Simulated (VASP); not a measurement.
# Cr2Re (Fd-3m) in VASP: further runs

The runs below take Cr2Re through single point, relaxation of cell and atoms, with PBE.

All numbers are computed with VASP 6.6.1; they aren't measurements. Logs are shortened: lines on timing, memory, paths and dates and some standing lists are left out, and cuts for length are marked.

### Step 1. The cell of the first run

Symmetry: Fd-3m, No. 227, cubic system. Conventional cell: a = 6.714 Å, b = 6.714 Å, c = 6.714 Å, α = 90.00°, β = 90.00°, γ = 90.00°. Cr (site symmetry -3m) has 6 Cr at 2.37 Å and 6 Re at 2.78 Å within 3.1 Å. Within 3.7 Å of Re (site symmetry -43m) lie 12 Cr at 2.78 Å and 4 Re at 2.91 Å.

### Step 2. Single point, PBE

Input file INCAR:

```
SYSTEM = Cr2Re
ALGO = Fast ; EDIFF = 1E-7
ENCUT = 520 ; GGA = PE
ISIF = 2 ; ISMEAR = 0
LASPH = .TRUE. ; LCHARG = .TRUE.
LELF = .TRUE. ; LREAL = .FALSE.
LVHAR = .TRUE. ; LWAVE = .FALSE.
NBANDS = 40 ; NELM = 60
PREC = Accurate ; SIGMA = 0.1
```

Input file KPOINTS:

```
k-points
0
G
  10 10 10
  0 0 0
```

Input file POSCAR:

```
Cr2Re
1.0
    0.0000000000      3.3569145541      3.3569145541
    3.3569145541      0.0000000000      3.3569145541
    3.3569145541      3.3569145541      0.0000000000
Cr Re
4 2
Direct
    0.6250000000      0.6250000000      0.6250000000
    0.1250000000      0.6250000000      0.6250000000
    0.6250000000      0.6250000000      0.1250000000
    0.6250000000      0.1250000000      0.6250000000
    0.0000000000      0.0000000000      0.0000000000
    0.2500000000      0.2500000000      0.2500000000
```

Potentials or basis: VASP PAW PBE potentials, release 64 (Cr_pv, Re).

Launch:

```
cat potpaw_PBE.64/Cr_pv/POTCAR potpaw_PBE.64/Re/POTCAR > POTCAR
mpirun -np 1 vasp_std > vasp.out
```

OUTCAR:

```text
SYSTEM = Cr2Re
   EDIFF = 1E-7
   ENCUT = 520
   GGA = PE
   ISIF = 2
   ISMEAR = 0
   LASPH = .TRUE.
   LREAL = .FALSE.
   NELM = 60
   PREC = Accurate

 ion  position               nearest neighbor table
   1  0.625  0.625  0.625-   2 2.37   3 2.37   4 2.37   3 2.37   4 2.37   2 2.37   6 2.78   5 2.78
                             6 2.78   5 2.78   6 2.78   5 2.78
   2  0.125  0.625  0.625-   1 2.37   3 2.37   4 2.37   1 2.37   3 2.37   4 2.37   5 2.78   6 2.78
                             5 2.78   5 2.78   6 2.78   6 2.78
   3  0.625  0.625  0.125-   1 2.37   1 2.37   2 2.37   4 2.37   4 2.37   2 2.37   6 2.78   5 2.78
                             6 2.78   5 2.78   6 2.78   5 2.78
   4  0.625  0.125  0.625-   1 2.37   3 2.37   1 2.37   2 2.37   3 2.37   2 2.37   5 2.78   6 2.78
                             5 2.78   6 2.78   6 2.78   5 2.78
   5  0.000  0.000  0.000-   1 2.78   3 2.78   4 2.78   1 2.78   2 2.78   3 2.78   1 2.78   2 2.78
                             4 2.78   2 2.78   3 2.78   4 2.78   6 2.91   6 2.91   6 2.91   6 2.91
   6  0.250  0.250  0.250-   2 2.78   3 2.78   4 2.78   1 2.78   2 2.78   4 2.78   1 2.78   2 2.78
                             3 2.78   1 2.78   3 2.78   4 2.78   5 2.91   5 2.91   5 2.91   5 2.91

  LATTYP: Found a face centered cubic cell.
 ALAT       =     6.7138291082

  Lattice vectors:

 A1 = (   0.0000000000,   3.3569145541,   3.3569145541)
 A2 = (   3.3569145541,   0.0000000000,   3.3569145541)
 A3 = (   3.3569145541,   3.3569145541,   0.0000000000)

Analysis of symmetry for initial positions (statically):
=====================================================================
 Subroutine PRICEL returns:
 Original cell was already a primitive cell.

 Routine SETGRP: Setting up the symmetry group for a
 face centered cubic supercell.

 Subroutine GETGRP returns: Found 48 space group operations
 (whereof 24 operations were pure point group operations)
 out of a pool of 48 trial point group operations.

The static configuration has the point symmetry T_d .
 The point group associated with its full space group is O_h .

Analysis of symmetry for dynamics (positions and initial velocities):
=====================================================================
 Subroutine PRICEL returns:
 Original cell was already a primitive cell.

 Routine SETGRP: Setting up the symmetry group for a
 face centered cubic supercell.

 Subroutine GETGRP returns: Found 48 space group operations
 (whereof 24 operations were pure point group operations)
 out of a pool of 48 trial point group operations.

The dynamic configuration has the point symmetry T_d .
 The point group associated with its full space group is O_h .

 Subroutine INISYM returns: Found 48 space group operations
 (whereof 24 operations are pure point group operations),
 and found     1 'primitive' translations

----------------------------------------------------------------------------------------

                                     Primitive cell

  volume of cell :      75.6573

  direct lattice vectors                    reciprocal lattice vectors
     0.000000000  3.356914554  3.356914554    -0.148946299  0.148946299  0.148946299
     3.356914554  0.000000000  3.356914554     0.148946299 -0.148946299  0.148946299
     3.356914554  3.356914554  0.000000000     0.148946299  0.148946299 -0.148946299

  length of vectors
     4.747394090  4.747394090  4.747394090     0.257982558  0.257982558  0.257982558

  position of ions in fractional coordinates (direct lattice)
     0.625000000  0.625000000  0.625000000
     0.125000000  0.625000000  0.625000000
     0.625000000  0.625000000  0.125000000
     0.625000000  0.125000000  0.625000000
     0.000000000  0.000000000  0.000000000
     0.250000000  0.250000000  0.250000000

  ion indices of the primitive-cell ions
   primitive index   ion index
                 1           1
                 2           2
                 3           3
                 4           4
                 5           5
                 6           6

----------------------------------------------------------------------------------------

 KPOINTS: k-points

Automatic generation of k-mesh.
 Grid dimensions read from file:
 generate k-points for:   10   10   10

 Generating k-lattice:

  Cartesian coordinates                     Fractional coordinates (reciprocal lattice)
    -0.014894630  0.014894630  0.014894630     0.100000000  0.000000000  0.000000000
     0.014894630 -0.014894630  0.014894630     0.000000000  0.100000000  0.000000000
     0.014894630  0.014894630 -0.014894630     0.000000000  0.000000000  0.100000000

  Length of vectors
     0.025798256  0.025798256  0.025798256

  Shift w.r.t. Gamma in fractional coordinates (k-lattice)
     0.000000000  0.000000000  0.000000000

 Subroutine IBZKPT returns following result:
 ===========================================

 Found     47 irreducible k-points:

 Following reciprocal coordinates:
            Coordinates               Weight
  0.000000  0.000000  0.000000      1.000000
  0.100000  0.000000  0.000000      8.000000
  0.200000  0.000000  0.000000      8.000000
  0.300000  0.000000  0.000000      8.000000
  0.400000  0.000000  0.000000      8.000000
  0.500000  0.000000  0.000000      4.000000
[... 16 lines left out ...]
  0.300000  0.300000  0.000000      6.000000
  0.400000  0.300000  0.000000     24.000000
 [... further k-points ...]
   k-points           NKPTS =     47   k-points in BZ     NKDIM =     47   number of bands    NBANDS=     40
   number of dos      NEDOS =    301   number of ions     NIONS =      6
   total plane-waves  NPLWV =  46656
   dimension x,y,z NGX =    36 NGY =   36 NGZ =   36
   dimension x,y,z NGXF=    72 NGYF=   72 NGZF=   72
   ions per type =               4   2
   NGX,Y,Z   is equivalent  to a cutoff of  12.61, 12.61, 12.61 a.u.
   NGXF,Y,Z  is equivalent  to a cutoff of  25.21, 25.21, 25.21 a.u.
 SYSTEM =  Cr2Re
   PREC   = accura    normal or accurate (medium, high low for compatibility)
   ISTART =      0    job   : 0-new  1-cont  2-samecut
   ICHARG =      2    charge: 1-file 2-atom 10-const
   ISPIN  =      1    spin polarized calculation?
   LNONCOLLINEAR =      F non collinear calculations
   LSORBIT =      F    spin-orbit coupling
   LASPH  =      T    aspherical Exc in radial PAW
   ENCUT  =  520.0 eV  38.22 Ry    6.18 a.u.   8.83  8.83  8.83*2*pi/ulx,y,z
   NELM   =     60;   NELMIN=  2; NELMDL= -5     # of ELM steps
   EDIFF  = 0.1E-06   stopping-criterion for ELM
   LREAL  =      F    real-space projection
   EDIFFG = 0.1E-05   stopping-criterion for IOM
   NSW    =      0    number of steps for IOM
   IBRION =     -1    ionic relax: 0-MD 1-quasi-New 2-CG
   NFREE  =      0    steps in history (QN), initial steepest desc. (CG)
   ISIF   =      2    stress and relaxation
   ISYM   =      2    0-nonsym 1-usesym 2-fastsym
   POTIM  = 0.5000    time-step for ionic-motion
   TEBEG  =    0.0;   TEEND  =   0.0 temperature during run
   PSTRESS=    0.0 pullay stress
   NELECT =      62.0000    total number of electrons
   NUPDOWN=      -1.0000    fix difference up-down
   EMIN   =  10.00;   EMAX   =-10.00  energy-range for DOS
   EFERMI =   0.00;   METHOD = LEGACY
   ISMEAR =     0;   SIGMA  =   0.10  broadening in eV -4-tet -1-fermi 0-gaus
   EFERMI_NEDOS =   21; number of points for ismear=-14 and -15
   IALGO  =     68    algorithm
   IMIX   =      4    mixing-type and parameters
     AMIX     =   0.40;   BMIX     =  1.00
     AMIX_MAG =   1.60;   BMIX_MAG =  1.00
  volume/ion in A,a.u.               =      12.61        85.09
  Fermi-wavevector in a.u.,A,eV,Ry     =   1.531987  2.895036 31.932662  2.346984
  Thomas-Fermi vector in A             =   2.639256
   LORBIT       =      0    0 simple, 1 ext, 2 COOP (PROOUT), +10 PAW based schemes
   GGA     = PE    functional components
   LHFCALC =     F    Hartree Fock is set to
   AEXX    =    0.0000 exact exchange contribution
   IVDW    =     0    specifies the selected vdW correction
   LEPSILON=     F    determine dielectric tensor
   LRPA    =     F    only Hartree local field effects (RPA)
 non-spin polarized calculation
 RMM-DIIS sequential band-by-band and
 Gauss-broadening in eV      SIGMA  =   0.10
  energy-cutoff  :      520.00
  volume of cell :       75.66
 maximum number of plane-waves:      2085
   NGX = 17   NGY = 17   NGZ = 17

 number of electron      61.9999976 magnetization

 Free energy of the ion-electron system (eV)
  ---------------------------------------------------
  ext. energy  EPLUGINS =         0.00000000
  ---------------------------------------------------
  free energy    TOTEN  =       -62.84323252 eV

  energy without entropy =      -62.80952216  energy(sigma->0) =      -62.82637734

 E-fermi :   9.7001     XC(G=0): -13.6977

 val. band max:        9.6773269792   @ k =   0.3000   0.2000   0.1000
 cond. band min:       9.7080500427   @ k =  -0.4000   0.4000   0.2000
 fundamental gap:      0.0307230634
 Fermi energy:         9.7000517540

 k-point     1 :       0.0000    0.0000    0.0000
  band No.  band energies     occupation
      1     -34.1630      2.00000
      2     -33.5899      2.00000
      3     -33.5899      2.00000
      4     -33.5899      2.00000
      5     -33.4186      2.00000
      6     -33.4186      2.00000
[... 32 lines left out ...]
     39      12.1903      0.00000
     40      12.6244      0.00000

 k-point     2 :       0.1000    0.0000    0.0000
  band No.  band energies     occupation
      1     -34.1418      2.00000
      2     -33.5844      2.00000
      3     -33.5803      2.00000
      4     -33.5803      2.00000
      5     -33.4136      2.00000
      6     -33.4136      2.00000
[... 935 lines left out ...]
     39      11.3126      0.00000
     40      11.9847      0.00000

 k-point    24 :       0.4000    0.3000    0.0000
  band No.  band energies     occupation
      1     -33.8558      2.00000
      2     -33.6007      2.00000
      3     -33.4262      2.00000
      4     -33.4106      2.00000
      5     -33.3571      2.00000
      6     -33.2773      2.00000
[... 32 lines left out ...]
     39      11.3747      0.00000
     40      11.8617      0.00000

 [... further k-points ...]

------------------------ aborting loop because EDIFF is reached ----------------------------------------

  FORCE on cell =-STRESS in cart. coord.  units (eV):
  Direction    XX          YY          ZZ          XY          YZ          ZX
  --------------------------------------------------------------------------------------
  -------------------------------------------------------------------------------------
  Total       -0.2294595     -0.2294595     -0.2294595      0.0000000      0.0000000      0.0000000
  in kB       -4.8592120     -4.8592120     -4.8592120      0.0000000      0.0000000      0.0000000
  external PRESSURE =      -4.8592120 kB  Pullay stress =       0.0000000 kB

 VOLUME and BASIS-vectors are now :
 -----------------------------------------------------------------------------
  energy-cutoff  :      520.00
  volume of cell :       75.66
      direct lattice vectors                 reciprocal lattice vectors
     0.000000000  3.356914554  3.356914554    -0.148946299  0.148946299  0.148946299
     3.356914554  0.000000000  3.356914554     0.148946299 -0.148946299  0.148946299
     3.356914554  3.356914554  0.000000000     0.148946299  0.148946299 -0.148946299

 POSITION                                       TOTAL-FORCE (eV/Angst)
 -----------------------------------------------------------------------------------
      4.19614      4.19614      4.19614         0.000000     -0.000000      0.000000
      4.19614      2.51769      2.51769         0.000000     -0.000000     -0.000000
      2.51769      2.51769      4.19614         0.000000     -0.000000      0.000000
      2.51769      4.19614      2.51769         0.000000     -0.000000     -0.000000
      0.00000      0.00000      0.00000        -0.000000     -0.000000     -0.000000
      1.67846      1.67846      1.67846         0.000000      0.000000      0.000000
 -----------------------------------------------------------------------------------
    total drift:                                0.000000      0.000000      0.000000

  FREE ENERGIE OF THE ION-ELECTRON SYSTEM (eV)
  ---------------------------------------------------
  free  energy   TOTEN  =       -62.8432325153 eV

  energy  without entropy=      -62.8095221641  energy(sigma->0) =      -62.82637734
```

Run time: 12 min. Hardware: 1 thread of AMD EPYC 7R13, shared host; peak memory 0.29 GiB.

Results:

```yaml
Free_energy: -62.8432 eV
Pressure: -0.5 GPa
Band_gap_on_the_k_mesh: zero (bands 31 and 32 overlap by 0.41 eV)
```

Caveat: spin-orbit coupling is left out, which moves the levels of the heavy elements; the run has no spin polarisation, though such a crystal can be magnetic.

### Step 3. Single point, PBE, collinear spin, ferromagnetic start

This run uses another cell than the first one, of 12.71 Å³/atom.

Input file INCAR:

```
SYSTEM = Cr2Re
PREC = Accurate ; ENCUT = 520
EDIFF = 1E-6 ; ISMEAR = 0
SIGMA = 0.1 ; LREAL = .False.
LASPH = .True. ; NELM = 150
ALGO = Normal ; ISIF = 2
LWAVE = .False. ; LCHARG = .True.
ISPIN = 2 ; MAGMOM = 3 3 3 3 0 0
LORBIT = 11 ; LMAXMIX = 4
GGA = PE ; LELF = .True.
LVHAR = .True. ; NBANDS = 44
```

Input file KPOINTS:

```
regular mesh
0
Gamma
  6 6 6
  0 0 0
```

POSCAR: that of step 2 with these lines changed.

```diff
@@ -2,5 +2,5 @@
 1.0
-    0.0000000000      3.3569145541      3.3569145541
-    3.3569145541      0.0000000000      3.3569145541
-    3.3569145541      3.3569145541      0.0000000000
+    0.0000000000      3.3659288414      3.3659288414
+    3.3659288414      0.0000000000      3.3659288414
+    3.3659288414      3.3659288414      0.0000000000
 Cr Re
```

Potentials or basis: VASP PAW PBE potentials, release 64 (Cr_pv, Re).

Launch:

```
cat potpaw_PBE.64/Cr_pv/POTCAR potpaw_PBE.64/Re/POTCAR > POTCAR
mpirun -np 1 vasp_std > vasp.out
```

It took 4.7 min on 1 thread of AMD EPYC 7R13, shared host; peak memory 0.28 GiB.

It converged, with:

```yaml
Free_energy: -62.8209 eV
Pressure: -2.8 GPa
Band_gap_on_the_k_mesh: zero (filled and empty bands overlap)
Net_moment: 0.00 μB per cell
Valence_electrons_inside_the_program's_atomic_spheres: Cr 11.16; Re 5.83
```

Levels at points of the mesh, in eV from the Fermi level:
Spin up:
| k point | band 27 | band 28 | band 29 | band 30 | band 31 | band 32 | band 33 | band 34 | band 35 | band 36 |
| --- | --- | --- | --- | --- | --- | --- | --- | --- | --- | --- |
| (0.00, 0.00, 0.00) | -1.70 | -0.41 | -0.41 | -0.41 | 0.13 | 0.13 | 1.07 | 1.07 | 1.07 | 1.96 |
| (0.50, 0.00, 0.00) | -1.33 | -1.06 | -0.53 | -0.53 | 0.22 | 0.22 | 0.34 | 0.74 | 0.74 | 0.95 |
| (0.50, 0.50, 0.00) | -1.44 | -1.44 | -0.68 | -0.68 | 0.04 | 0.04 | 0.94 | 0.94 | 1.00 | 1.00 |
Spin down:
```
           k point  band 29  band 30  band 31  band 32  band 33  band 34
(0.00, 0.00, 0.00)    -0.41    -0.41     0.13     0.13     1.07     1.07
(0.50, 0.00, 0.00)    -0.53    -0.53     0.22     0.22     0.34     0.74
(0.50, 0.50, 0.00)    -0.68    -0.68     0.04     0.04     0.94     0.94
```

Caveat: the moments typed at the start vanished in this run; spin-orbit coupling is left out, which moves the levels of the heavy elements.

### Step 4. Relaxation of cell and atoms, PBE

This run uses another cell than the first one, of 12.71 Å³/atom.

Input file INCAR:

```
SYSTEM = Cr2Re
PREC = Accurate ; ENCUT = 600
EDIFF = 1E-7 ; ISMEAR = 0
SIGMA = 0.1 ; LREAL = .False.
LASPH = .True. ; NELM = 100
ALGO = Fast ; ISIF = 3
LWAVE = .False. ; LCHARG = .False.
GGA = PE ; IBRION = 2
NSW = 100 ; EDIFFG = -0.01
```

Input file KPOINTS:

```
Automatic mesh
0
Gamma
  10 10 10
  0 0 0
```

POSCAR is that of step 3.

Launch:

```
cat potpaw_PBE.64/Cr_pv/POTCAR potpaw_PBE.64/Re/POTCAR > POTCAR
mpirun -np 1 vasp_std > vasp.out
```

Run time: 47 min. Hardware: 1 thread of AMD EPYC 7R13, shared host; peak memory 0.35 GiB.

Results (log left out):

* Free energy: -62.8451 eV
* Relaxed volume: 12.59 Å³/atom
* Relaxed cell: a = 4.745 Å, b = 4.745 Å, c = 4.745 Å, α = 60.00°, β = 60.00°, γ = 60.00°
* Space group after relaxing (to 0.1 Å): Fd-3m (No. 227)
* Energy gained by relaxing: 1.1 meV/atom
* Ionic steps: 3
* Pressure after relaxing: 0.0 GPa
* Band gap on the k mesh: zero (bands 31 and 32 overlap by 0.41 eV)

The path:
| step | energy change (eV) | largest force (eV/Å) | pressure (GPa) | volume (Å³) |
| --- | --- | --- | --- | --- |
| 1 | 0.0000 | 0.0000 | -2.86 | 76.27 |
| 2 | 0.0329 | 0.0000 | 7.45 | 73.79 |
| 3 | -0.0067 | 0.0000 | -0.02 | 75.54 |

Final structure:
```xyz
6
Lattice="0.0000 3.3551 3.3551 3.3551 0.0000 3.3551 3.3551 3.3551 0.0000" Properties=species:S:1:pos:R:3 pbc="T T T"
Cr    4.1939    4.1939    4.1939
Cr    4.1939    2.5163    2.5163
Cr    2.5163    2.5163    4.1939
Cr    2.5163    4.1939    2.5163
Re    0.0000    0.0000    0.0000
Re    1.6776    1.6776    1.6776
```

Levels at points of the mesh, in eV from the Fermi level:
| k point | band 29 | band 30 | band 31 | band 32 | band 33 | band 34 |
| --- | --- | --- | --- | --- | --- | --- |
| (0.00, 0.00, 0.00) | -0.40 | -0.40 | 0.15 | 0.15 | 1.10 | 1.10 |
| (0.50, 0.00, 0.00) | -0.52 | -0.52 | 0.24 | 0.24 | 0.36 | 0.76 |
| (0.50, 0.50, 0.00) | -0.68 | -0.68 | 0.05 | 0.05 | 0.97 | 0.97 |

Caveat: spin-orbit coupling is left out, which moves the levels of the heavy elements; the run has no spin polarisation, though such a crystal can be magnetic. Spin polarisation is off, so any magnetic state and its effect on volume and gap are missing.

The gap in the log of VASP goes by the Fermi energy; the results here count the filled bands.